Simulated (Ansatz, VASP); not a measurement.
In: VASP beside Ansatz

The input INCAR:

```
SYSTEM = In
  PREC = Accurate
  ENCUT = 520
  EDIFF = 1E-7
  ISMEAR = -1
  SIGMA = 0.1
  LREAL = .FALSE.
  LASPH = .TRUE.
  NELM = 100
  ALGO = Normal
  ISIF = 2
  LWAVE = .FALSE.
  LCHARG = .TRUE.
  GGA = B5
  ALDAX = 1.0
  AGGAX = 1.0
  AGGAC = 1.0
  ALDAC = 0.0
  LELF = .TRUE.
  LVHAR = .TRUE.
  NBANDS = 34
```

Contents of KPOINTS:

```
regular mesh
0
G
  12 12 3
  0 0 0
```

POSCAR

```
In
1.0
    3.5859818195      0.0000000000      0.0000000000
   -1.7929909097      3.1055513532      0.0000000000
    0.0000000000      0.0000000000     11.6410205207
In
4
Direct
    0.0000000000      0.0000000000      1.0000000000
    0.0000000000      1.0000000000      0.5000000000
    0.3333333333      0.6666666667      0.2500000000
    0.6666666667      0.3333333333      0.7500000000
```

Input for Ansatz:

```yaml
crystal:
  lattice:
    - [3.5859818195, 0.0, 0.0]
    - [-1.7929909097, 3.1055513532, 0.0]
    - [0.0, 0.0, 11.6410205207]
  atoms:
    - { symbol: In, position: [0.0, 0.0, 1.0] }
    - { symbol: In, position: [0.0, 1.0, 0.5] }
    - { symbol: In, position: [0.3333333333, 0.6666666667, 0.25] }
    - { symbol: In, position: [0.6666666667, 0.3333333333, 0.75] }
hamiltonian:
  xc: blyp
  pseudopotentials:
    kind: paw
    azcp:
      In: "pseudopotentials/In.paw.azcp"
basis:
  ecutwfc: 420
  fft_grid_basis: typed
kpoints:
  mp_grid: { grid: [12, 12, 3], shift: [0, 0, 0] }
magnetization:
  spin_polarized: false
scf:
  occupations: { method: fermi_dirac, width: 0.1 }
  lower_state_search: "off"
output:
  stress: true
  write_density: true
  write_potential: true
  elf: true
  volumetric_format: npy
```

Alike in both runs: task single point; functional BLYP; k mesh 12 × 12 × 3; occupations fermi-dirac, width 0.1 eV; no spin polarisation.

|  | VASP | Ansatz |
| --- | --- | --- |
| version | VASP 6.6.1 | Ansatz 0.2.0 |
| potentials or method | VASP PAW PBE potentials, release 64 (In_d), cutoff 520 eV | plane waves (420 eV) with PAW, scalar-relativistic |
| valence electrons in the cell | 52 | 52 |

```tsv
	VASP	Ansatz	Ansatz less VASP
pressure (GPa)	-0.8	-0.8	+0.03
```

VASP's potentials were made for PBE, not for BLYP.
